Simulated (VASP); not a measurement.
Al3B2P:

```xyz
6
Lattice="6.1846 0.0000 0.0000 -3.0923 5.3560 0.0000 0.0000 0.0000 2.5492" Properties=species:S:1:pos:R:3 pbc="T T T"
Al    1.5461    2.6780    1.2746
Al   -1.5461    2.6780    1.2746
Al    3.0923    0.0000    1.2746
B     0.0000    3.5707    0.0000
B     3.0923    1.7853    0.0000
P     0.0000    0.0000    0.0000
```

The cell was built from a structure type or drawn by symmetry, and may not be a known phase.

```yaml
Program: VASP 6.6.1
Task: relaxation of cell and atoms
Functional: PBE
Potentials_or_basis: VASP PAW PBE potentials, release 64 (Al, B, P)
Cutoff: 600 eV
k_mesh: 6 × 6 × 14
Occupations: gaussian, width 0.1 eV
Spin: no spin polarisation
```

At the start: pressure 0.1 GPa; volume 14.07 Å³/atom.

Question: Where does the relaxation end?

Answer: Over 5 steps the energy falls by 6.3 meV/atom and the volume is 13.98 Å³/atom (-0.7 %); space group P6/mmm (No. 191, to 0.1 Å) before and after.

The path:
```tsv
step	energy change (eV)	largest force (eV/Å)	pressure (GPa)	volume (Å³)
1	0.0000	0.0000	0.08	84.44
2	-0.0344	0.0000	-0.63	84.51
3	-0.0359	0.0000	-0.77	84.52
4	-0.0374	0.0000	0.22	83.66
5	-0.0375	0.0000	-0.01	83.86
```

Final structure:
```yaml
crystal:
  lattice:
    - [6.10361, 0.00000, 0.00000]
    - [-3.05181, 5.28589, 0.00000]
    - [0.00000, 0.00000, 2.59932]
  atoms:
    - { symbol: Al, position: [0.50000, 0.50000, 0.50000] }
    - { symbol: Al, position: [0.00000, 0.50000, 0.50000] }
    - { symbol: Al, position: [0.50000, 0.00000, 0.50000] }
    - { symbol: B, position: [0.33333, 0.66667, 0.00000] }
    - { symbol: B, position: [0.66667, 0.33333, 0.00000] }
    - { symbol: P, position: [0.00000, 0.00000, 0.00000] }
```
